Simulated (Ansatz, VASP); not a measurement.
**NiO: VASP beside Ansatz**

```
Ni O
1.0
     0.00000    2.08590    2.08590
     2.08590    0.00000    2.08590
     2.08590    2.08590    0.00000
Ni O
1 1
Direct
  0.00000 0.00000 0.00000
  0.50000 0.50000 0.50000
```

Alike in both runs: task relaxation of cell and atoms; functional PBEsol; k mesh 11 × 11 × 11; occupations fermi-dirac, width 0.05 eV; collinear spin.

```csv
,VASP,Ansatz
version,VASP 6.6.1,Ansatz 0.2.0
potentials or method,"VASP PAW PBE potentials, release 64 (Ni, O), cutoff 600 eV","all-electron LAPW, scalar-relativistic"
```

```tsv
	VASP	Ansatz	Ansatz less VASP
net moment per atom (μB)	0.62	0.66	+0.041
size of the moment on the site where the two differ most (μB)	1.03	1.11	+0.076
relaxed volume (Å³/atom)	8.71	8.74	+0.026
relaxed length of the cell vector where the two differ most in proportion (Å)	2.910	2.913	+0.0029
```

VASP's potentials were made for PBE, not for PBEsol. Site moments also hang on the region over which each program counts them. Ansatz ran all-electron here, and VASP with PAW potentials.
